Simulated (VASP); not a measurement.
# Si16B (a cell with a defect) in VASP: relaxation of the atoms with PBE

Aim: the relaxation of the atoms of Si16B (a cell with a defect) with PBE.

Everything below comes from runs of VASP 6.6.1. Logs are shortened: lines on timing, memory, paths and dates and some standing lists are left out, and cuts for length are marked.

## 1. The cell of the first run

The cell holds a defect, 17 atoms: a = 7.679 Å, b = 7.679 Å, c = 7.679 Å, α = 60.00°, β = 60.00°, γ = 60.00°.

## 2. Relaxation of the atoms, PBE, collinear spin

Contents of INCAR:

```
PREC = Accurate ; ENCUT = 520
EDIFF = 1E-6 ; ISMEAR = -1
SIGMA = 0.02 ; LREAL = Auto
LASPH = True ; NELM = 150
ALGO = Normal ; ISIF = 2
LWAVE = False ; LCHARG = False
ISPIN = 2 ; MAGMOM = 0 0 0 0 0 0 0 0 0 0 0 0 0 0 0 0 1
LORBIT = 11 ; GGA = PE
IBRION = 2 ; NSW = 45
EDIFFG = -0.08 ; KPAR = 2
```

Contents of KPOINTS:

```
Automatic mesh
0
Gamma
  2 2 2
```

Contents of POSCAR:

```
Si16B
1.0
    0.0000000000      5.4300000000      5.4300000000
    5.4300000000      0.0000000000      5.4300000000
    5.4300000000      5.4300000000      0.0000000000
Si B
16 1
Direct
    0.0000000000      0.0000000000      0.0000000000
    0.1250000000      0.1250000000      0.1250000000
    0.0000000000      0.0000000000      0.5000000000
    0.1250000000      0.1250000000      0.6250000000
    0.0000000000      0.5000000000      0.0000000000
    0.1250000000      0.6250000000      0.1250000000
    0.0000000000      0.5000000000      0.5000000000
    0.1250000000      0.6250000000      0.6250000000
    0.5000000000      0.0000000000      0.0000000000
    0.6250000000      0.1250000000      0.1250000000
    0.5000000000      0.0000000000      0.5000000000
    0.6250000000      0.1250000000      0.6250000000
    0.5000000000      0.5000000000      0.0000000000
    0.6250000000      0.6250000000      0.1250000000
    0.5000000000      0.5000000000      0.5000000000
    0.6250000000      0.6250000000      0.6250000000
    0.8952407000      0.3775227000      0.8565958000
```

Potentials or basis: VASP PAW PBE potentials, release 64 (Si, B).

Started as:

```sh
$ cat potpaw_PBE.64/Si/POTCAR potpaw_PBE.64/B/POTCAR > POTCAR
$ mpirun -np 4 vasp_std > vasp.out
```

OUTCAR:

```text
PREC = Accurate
   ENCUT = 520
   EDIFF = 1E-6
   ISMEAR = -1
   LREAL = Auto
   LASPH = True
   NELM = 150
   ISIF = 2
   ISPIN = 2
   LORBIT = 11
   GGA = PE
   IBRION = 2
   NSW = 45
   EDIFFG = -0.08

 ion  position               nearest neighbor table
   1  0.000  0.000  0.000-   2 2.35   4 2.35   6 2.35  10 2.35  17 2.37
   2  0.125  0.125  0.125-   1 2.35   3 2.35   5 2.35   9 2.35
   3  0.000  0.000  0.500-   2 2.35   4 2.35   8 2.35  12 2.35
   4  0.125  0.125  0.625-   1 2.35   3 2.35   7 2.35  11 2.35  17 2.63
   5  0.000  0.500  0.000-  17 2.33   6 2.35   8 2.35  14 2.35   2 2.35
   6  0.125  0.625  0.125-   1 2.35   5 2.35   7 2.35  13 2.35
   7  0.000  0.500  0.500-  17 2.24   6 2.35   8 2.35  16 2.35   4 2.35
   8  0.125  0.625  0.625-   3 2.35   5 2.35   7 2.35  15 2.35  17 2.59
   9  0.500  0.000  0.000-   2 2.35  10 2.35  12 2.35  14 2.35
  10  0.625  0.125  0.125-   1 2.35   9 2.35  11 2.35  13 2.35
  11  0.500  0.000  0.500-   4 2.35  10 2.35  12 2.35  16 2.35
  12  0.625  0.125  0.625-   3 2.35   9 2.35  11 2.35  15 2.35
  13  0.500  0.500  0.000-   6 2.35  10 2.35  14 2.35  16 2.35  17 2.48
  14  0.625  0.625  0.125-   5 2.35   9 2.35  13 2.35  15 2.35
  15  0.500  0.500  0.500-   8 2.35  12 2.35  14 2.35  16 2.35
  16  0.625  0.625  0.625-   7 2.35  11 2.35  13 2.35  15 2.35
  17  0.895  0.378  0.857-   7 2.24   5 2.33   1 2.37  13 2.48   8 2.59   4 2.63

  LATTYP: Found a face centered cubic cell.
 ALAT       =    10.8600000000

  Lattice vectors:

 A1 = (   0.0000000000,   5.4300000000,   5.4300000000)
 A2 = (   5.4300000000,   0.0000000000,   5.4300000000)
 A3 = (   5.4300000000,   5.4300000000,   0.0000000000)

Analysis of symmetry for initial positions (statically):
=====================================================================
 Subroutine PRICEL returns:
 Original cell was already a primitive cell.

 Routine SETGRP: Setting up the symmetry group for a
 face centered cubic supercell.

 Subroutine GETGRP returns: Found  1 space group operations
 (whereof  1 operations were pure point group operations)
 out of a pool of 48 trial point group operations.

The static configuration has the point symmetry C_1 .

Analysis of symmetry for dynamics (positions and initial velocities):
=====================================================================
 Subroutine PRICEL returns:
 Original cell was already a primitive cell.

 Routine SETGRP: Setting up the symmetry group for a
 face centered cubic supercell.

 Subroutine GETGRP returns: Found  1 space group operations
 (whereof  1 operations were pure point group operations)
 out of a pool of 48 trial point group operations.

The dynamic configuration has the point symmetry C_1 .

Analysis of structural, dynamic, and magnetic symmetry:
=====================================================================
 Subroutine PRICEL returns:
 Original cell was already a primitive cell.

 Routine SETGRP: Setting up the symmetry group for a
 face centered cubic supercell.

 Subroutine GETGRP returns: Found  1 space group operations
 (whereof  1 operations were pure point group operations)
 out of a pool of 48 trial point group operations.

The overall configuration has the point symmetry C_1 .

 Subroutine INISYM returns: Found  1 space group operations
 (whereof  1 operations are pure point group operations),
 and found     1 'primitive' translations

----------------------------------------------------------------------------------------

                                     Primitive cell

  volume of cell :     320.2060

  direct lattice vectors                    reciprocal lattice vectors
     0.000000000  5.430000000  5.430000000    -0.092081031  0.092081031  0.092081031
     5.430000000  0.000000000  5.430000000     0.092081031 -0.092081031  0.092081031
     5.430000000  5.430000000  0.000000000     0.092081031  0.092081031 -0.092081031

  length of vectors
     7.679179644  7.679179644  7.679179644     0.159489025  0.159489025  0.159489025

  position of ions in fractional coordinates (direct lattice)
     0.000000000  0.000000000  0.000000000
     0.125000000  0.125000000  0.125000000
     0.000000000  0.000000000  0.500000000
     0.125000000  0.125000000  0.625000000
     0.000000000  0.500000000  0.000000000
     0.125000000  0.625000000  0.125000000
[... 9 lines left out ...]
     0.625000000  0.625000000  0.625000000
     0.895240700  0.377522700  0.856595800

  ion indices of the primitive-cell ions
   primitive index   ion index
                 1           1
                 2           2
                 3           3
                 4           4
                 5           5
                 6           6
[... 9 lines left out ...]
                16          16
                17          17

----------------------------------------------------------------------------------------

 KPOINTS: Automatic mesh

Automatic generation of k-mesh.
 Grid dimensions read from file:
 generate k-points for:    2    2    2

 Generating k-lattice:

  Cartesian coordinates                     Fractional coordinates (reciprocal lattice)
    -0.046040516  0.046040516  0.046040516     0.500000000  0.000000000  0.000000000
     0.046040516 -0.046040516  0.046040516     0.000000000  0.500000000  0.000000000
     0.046040516  0.046040516 -0.046040516     0.000000000  0.000000000  0.500000000

  Length of vectors
     0.079744512  0.079744512  0.079744512

  Shift w.r.t. Gamma in fractional coordinates (k-lattice)
     0.000000000  0.000000000  0.000000000

 Subroutine IBZKPT returns following result:
 ===========================================

 Found      8 irreducible k-points:

 Following reciprocal coordinates:
            Coordinates               Weight
  0.000000  0.000000  0.000000      1.000000
  0.500000  0.000000  0.000000      1.000000
  0.000000  0.500000  0.000000      1.000000
  0.000000  0.000000  0.500000      1.000000
  0.500000  0.500000  0.500000      1.000000
  0.500000  0.500000  0.000000      1.000000
  0.000000  0.500000  0.500000      1.000000
  0.500000  0.000000  0.500000      1.000000
   k-points           NKPTS =      8   k-points in BZ     NKDIM =      8   number of bands    NBANDS=     44
   number of dos      NEDOS =    301   number of ions     NIONS =     17
   total plane-waves  NPLWV = 216000
   dimension x,y,z NGX =    60 NGY =   60 NGZ =   60
   dimension x,y,z NGXF=   120 NGYF=  120 NGZF=  120
   ions per type =              16   1
   NGX,Y,Z   is equivalent  to a cutoff of  12.99, 12.99, 12.99 a.u.
   NGXF,Y,Z  is equivalent  to a cutoff of  25.98, 25.98, 25.98 a.u.
 SYSTEM =  unknown system
   PREC   = accura    normal or accurate (medium, high low for compatibility)
   ISTART =      0    job   : 0-new  1-cont  2-samecut
   ICHARG =      2    charge: 1-file 2-atom 10-const
   ISPIN  =      2    spin polarized calculation?
   LNONCOLLINEAR =      F non collinear calculations
   LSORBIT =      F    spin-orbit coupling
   LASPH  =      T    aspherical Exc in radial PAW
   ENCUT  =  520.0 eV  38.22 Ry    6.18 a.u.  14.28 14.28 14.28*2*pi/ulx,y,z
   NELM   =    150;   NELMIN=  2; NELMDL= -5     # of ELM steps
   EDIFF  = 0.1E-05   stopping-criterion for ELM
   LREAL  =      T    real-space projection
   EDIFFG = -.8E-01   stopping-criterion for IOM
   NSW    =     45    number of steps for IOM
   IBRION =      2    ionic relax: 0-MD 1-quasi-New 2-CG
   NFREE  =      1    steps in history (QN), initial steepest desc. (CG)
   ISIF   =      2    stress and relaxation
   ISYM   =      2    0-nonsym 1-usesym 2-fastsym
   POTIM  = 0.5000    time-step for ionic-motion
   TEBEG  =    0.0;   TEEND  =   0.0 temperature during run
   PSTRESS=    0.0 pullay stress
   NELECT =      67.0000    total number of electrons
   NUPDOWN=      -1.0000    fix difference up-down
   EMIN   =  10.00;   EMAX   =-10.00  energy-range for DOS
   EFERMI =   0.00;   METHOD = LEGACY
   ISMEAR =    -1;   SIGMA  =   0.02  broadening in eV -4-tet -1-fermi 0-gaus
   EFERMI_NEDOS =   21; number of points for ismear=-14 and -15
   IALGO  =     38    algorithm
   IMIX   =      4    mixing-type and parameters
     AMIX     =   0.40;   BMIX     =  1.00
     AMIX_MAG =   1.60;   BMIX_MAG =  1.00
  volume/ion in A,a.u.               =      18.84       127.11
  Fermi-wavevector in a.u.,A,eV,Ry     =   0.971904  1.836632 12.852022  0.944597
  Thomas-Fermi vector in A             =   2.102159
   LORBIT       =     11    0 simple, 1 ext, 2 COOP (PROOUT), +10 PAW based schemes
   GGA     = PE    functional components
   LHFCALC =     F    Hartree Fock is set to
   AEXX    =    0.0000 exact exchange contribution
   IVDW    =     0    specifies the selected vdW correction
   LEPSILON=     F    determine dielectric tensor
   LRPA    =     F    only Hartree local field effects (RPA)
 conjugate gradient relaxation of ions
 spin polarized calculation
  energy-cutoff  :      520.00
  volume of cell :      320.21
 maximum number of plane-waves:      8646
 NGX is ok and might be reduce to    60
   NGX = 29   NGY = 29   NGZ = 29

--------------------------------------- Ionic step        1  -------------------------------------------

 number of electron      67.0000003 magnetization       0.0604785

 Free energy of the ion-electron system (eV)
  ---------------------------------------------------
  ext. energy  EPLUGINS =         0.00000000
  ---------------------------------------------------
  free energy    TOTEN  =       -88.54482922 eV

  energy without entropy =      -88.53748108  energy(sigma->0) =      -88.54115515

------------------------ aborting loop because EDIFF is reached ----------------------------------------

  FORCE on cell =-STRESS in cart. coord.  units (eV):
  Direction    XX          YY          ZZ          XY          YZ          ZX
  --------------------------------------------------------------------------------------
  -------------------------------------------------------------------------------------
  Total        5.6976453      5.6424959      5.7570147     -0.0398828      0.0833744     -0.3322226
  in kB       28.5086403     28.2326957     28.8057002     -0.1995570      0.4171709     -1.6623033
  external PRESSURE =      28.5156788 kB  Pullay stress =       0.0000000 kB
[... 189 lines left out ...]
  energy  without entropy=      -88.6106667975  energy(sigma->0) =      -88.61373231

--------------------------------------- Ionic step        5  -------------------------------------------

 number of electron      67.0000001 magnetization       0.0006641

 Free energy of the ion-electron system (eV)
  ---------------------------------------------------
  ext. energy  EPLUGINS =         0.00000000
  ---------------------------------------------------
  free energy    TOTEN  =       -88.61729394 eV

  energy without entropy =      -88.61143206  energy(sigma->0) =      -88.61436300

 E-fermi :   6.3695     XC(G=0):  -9.5691

 val. band max:        6.3497109671   @ k =   0.5000   0.0000   0.0000
 cond. band min:       6.3892994710   @ k =   0.0000   0.0000   0.0000
 fundamental gap:      0.0395885039
 Fermi energy:         6.3694770044

 spin component 1

 k-point     1 :       0.0000    0.0000    0.0000
  band No.  band energies     occupation
      1      -6.2834      1.00000
      2      -3.9531      1.00000
      3      -3.8411      1.00000
      4      -3.8208      1.00000
      5      -3.7169      1.00000
      6      -2.4574      1.00000
[... 365 lines left out ...]
     43       9.6574      0.00000
     44       9.9994      0.00000
 Fermi energy:         6.3694770044

 spin component 2

 k-point     1 :       0.0000    0.0000    0.0000
  band No.  band energies     occupation
      1      -6.2834      1.00000
      2      -3.9531      1.00000
      3      -3.8410      1.00000
      4      -3.8207      1.00000
      5      -3.7169      1.00000
      6      -2.4574      1.00000
[... 409 lines left out ...]
  FREE ENERGIE OF THE ION-ELECTRON SYSTEM (eV)
  ---------------------------------------------------
  free  energy   TOTEN  =       -88.6172939441 eV

  energy  without entropy=      -88.6114320596  energy(sigma->0) =      -88.61436300

 reached required accuracy - stopping structural energy minimisation

 total charge

# of ion       s       p       d       tot
------------------------------------------
    1        0.738   0.944   0.000   1.683
    2        0.757   0.933   0.000   1.690
    3        0.747   0.950   0.000   1.698
    4        0.758   0.927   0.000   1.684
    5        0.738   0.945   0.000   1.683
    6        0.781   0.891   0.000   1.672
[... 9 lines left out ...]
   16        0.755   0.934   0.000   1.689
   17        0.823   0.771   0.000   1.594
--------------------------------------------------
tot         12.804  15.818   0.000  28.622

 magnetization (x)

# of ion       s       p       d       tot
------------------------------------------
    1       -0.000   0.000   0.000  -0.000
    2        0.000   0.000   0.000   0.000
    3        0.000  -0.000   0.000   0.000
    4        0.000   0.000   0.000   0.000
    5       -0.000   0.000   0.000  -0.000
    6        0.000   0.000   0.000   0.000
[... 9 lines left out ...]
   16        0.000   0.000   0.000   0.000
   17        0.000   0.000   0.000   0.000
--------------------------------------------------
tot          0.000   0.000   0.000   0.000
```

Wall time 15 min (4 MPI ranks of Intel Xeon Platinum 8488C (Sapphire Rapids), shared host); peak memory 0.45 GiB.

Results:

| Item | Value |
| --- | --- |
| Free energy | -88.6173 eV |
| Energy gained by relaxing | 4.3 meV/atom |
| Ionic steps | 5 |
| Pressure after relaxing | 3.1 GPa |
| Largest force after relaxing | 0.079 eV/Å |
| Net moment | 0.00 μB per cell |
| Valence electrons inside the program's atomic spheres | Si 1.68, 1.69, 1.70, 1.67 (each value once); B 1.59 |

Forces on the atoms (eV/Å):
```
Si   0.007 -0.036 -0.017
Si  -0.001  0.030  0.009
Si   0.020 -0.002 -0.040
Si   0.003  0.009  0.027
Si   0.031 -0.027 -0.007
Si  -0.032  0.010  0.057
Si  -0.006 -0.071  0.002
Si  -0.026  0.013 -0.009
Si   0.008 -0.010 -0.016
Si   0.010  0.010  0.024
Si   0.016 -0.014 -0.029
Si  -0.006  0.002  0.011
Si  -0.006 -0.028  0.007
Si  -0.020  0.015 -0.005
Si   0.026 -0.020 -0.034
Si  -0.007  0.042  0.010
B   -0.019  0.076  0.010
```

Step by step:
```csv
step,energy change (eV),largest force (eV/Å),pressure (GPa)
1,0.0000,0.6093,2.85
2,-0.0506,0.2621,2.98
3,-0.0653,0.1765,3.12
4,-0.0720,0.0867,3.12
5,-0.0725,0.0791,3.12
```

Final structure:
```yaml
crystal:
  lattice:
    - [0.00000, 5.43000, 5.43000]
    - [5.43000, 0.00000, 5.43000]
    - [5.43000, 5.43000, 0.00000]
  atoms:
    - { symbol: Si, position: [0.99591, 0.00933, 0.99800] }
    - { symbol: Si, position: [0.12759, 0.12246, 0.12689] }
    - { symbol: Si, position: [0.00083, 0.00003, 0.49936] }
    - { symbol: Si, position: [0.12735, 0.12222, 0.62352] }
    - { symbol: Si, position: [0.99599, 0.49670, 0.99878] }
    - { symbol: Si, position: [0.12603, 0.62618, 0.12253] }
    - { symbol: Si, position: [0.99671, 0.49817, 0.50604] }
    - { symbol: Si, position: [0.12709, 0.62675, 0.62344] }
    - { symbol: Si, position: [0.50010, 0.99955, 0.00116] }
    - { symbol: Si, position: [0.62179, 0.12365, 0.12716] }
    - { symbol: Si, position: [0.50037, 0.99997, 0.49905] }
    - { symbol: Si, position: [0.62443, 0.12482, 0.62566] }
    - { symbol: Si, position: [0.50835, 0.49685, 0.99774] }
    - { symbol: Si, position: [0.62137, 0.62756, 0.12721] }
    - { symbol: Si, position: [0.50045, 0.50047, 0.49927] }
    - { symbol: Si, position: [0.62082, 0.62763, 0.62404] }
    - { symbol: B, position: [0.90004, 0.37521, 0.85677] }
```

Caveat: the k points lie up to 0.50 Å⁻¹ apart; the relaxation stopped at a loose force limit of 0.08 eV/Å, so its end isn't a converged minimum.
